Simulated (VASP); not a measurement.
Input of a VASP 6.6.1 run:

Contents of INCAR:

```
SYSTEM = LiCl
  PREC = Accurate
  ENCUT = 520
  EDIFF = 1E-7
  ISMEAR = 0
  SIGMA = 0.05
  LREAL = .FALSE.
  LASPH = .TRUE.
  NELM = 100
  ALGO = Normal
  ISIF = 2
  LWAVE = .FALSE.
  LCHARG = .TRUE.
  GGA = PE
  LELF = .TRUE.
  LVHAR = .TRUE.
  NBANDS = 12
```

The input KPOINTS:

```
Automatic mesh
0
G
  8 8 8
  0 0 0
```

POSCAR

```
LiCl
1.0
    0.0000000000      2.5647600000      2.5647600000
    2.5134648000      0.0000000000      2.5647600000
    2.5134648000      2.5647600000      0.0000000000
Li Cl
1 1
Direct
    0.0000000000      0.0000000000      0.0000000000
    0.5000000000      0.5000000000      0.5000000000
```

Potentials or basis: VASP PAW PBE potentials, release 64 (Li_sv, Cl).

Command:

```console
$ cat potpaw_PBE.64/Li_sv/POTCAR potpaw_PBE.64/Cl/POTCAR > POTCAR
$ mpirun -np 1 vasp_std > vasp.out
```

**Question.** Estimate the band gap on the k mesh.

**Answer.** 6.44 eV, direct.

Caveat: the cell differs from its parent crystal (strain -0.0200 x Voigt [1, 0, 0, 0, 0, 0]). A k mesh can miss the band edges.
